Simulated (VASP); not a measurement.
# Os: relaxation of cell and atoms with PBEsol

Crystal: Os.

```
Os
1.0
     0.00000    1.94500    1.94500
     1.94500    0.00000    1.94500
     1.94500    1.94500    0.00000
Os
1
Direct
  0.00000 0.00000 0.00000
```

This isn't the form of Os at room conditions, which is hcp.

```json
{
 "Program": "VASP 6.6.1",
 "Task": "relaxation of cell and atoms",
 "Functional": "PBEsol",
 "Potentials or basis": "VASP PAW PBE potentials, release 64 (Os)",
 "Cutoff": "600 eV",
 "k mesh": "11 × 11 × 11",
 "Occupations": "fermi-dirac, width 0.05 eV",
 "Spin": "no spin polarisation",
 "Dipole correction": "no",
 "Further INCAR settings": "ALGO = Normal; EDIFF = 1e-07; IBRION = 2; EDIFFG = -0.02; NSW = 80; ISIF = 3"
}
```

| Property | Result |
| --- | --- |
| Relaxed volume | 13.97 Å³/atom |
| Relaxed cell | a = 2.703 Å, b = 2.703 Å, c = 2.703 Å, α = 60.00°, β = 60.00°, γ = 60.00° |
| Space group after relaxing (to 0.1 Å) | Fm-3m (No. 225) |
| Pressure after relaxing | 0.0 GPa |
| Band gap on the k mesh | zero (bands 4 and 5 overlap by 4.00 eV) |

Final structure:
```cif
data_structure
_symmetry_space_group_name_H-M 'P 1'
_symmetry_Int_Tables_number 1
_cell_length_a 2.7034
_cell_length_b 2.7034
_cell_length_c 2.7034
_cell_angle_alpha 60.000
_cell_angle_beta 60.000
_cell_angle_gamma 60.000
_cell_volume 13.97
loop_
_atom_site_label
_atom_site_type_symbol
_atom_site_fract_x
_atom_site_fract_y
_atom_site_fract_z
_atom_site_occupancy
Os1 Os 0.00000 0.00000 0.00000 1
```

Levels at points of the mesh, in eV from the Fermi level:
| k point | band 1 | band 2 | band 3 | band 4 | band 5 | band 6 | band 7 | band 8 |
| --- | --- | --- | --- | --- | --- | --- | --- | --- |
| (0.00, 0.00, 0.00) | -10.76 | -2.89 | -2.89 | -2.89 | 0.18 | 0.18 | 14.41 | 20.20 |

Run time: 28 s on 1 thread of AMD EPYC 7R13 Processor (Zen 3), on a shared host, peak memory 0.12 GiB.

Caveat: the PAW data sets were made with another functional, which shifts forces and pressure a little; spin-orbit coupling is left out, which moves the levels of the heavy elements.
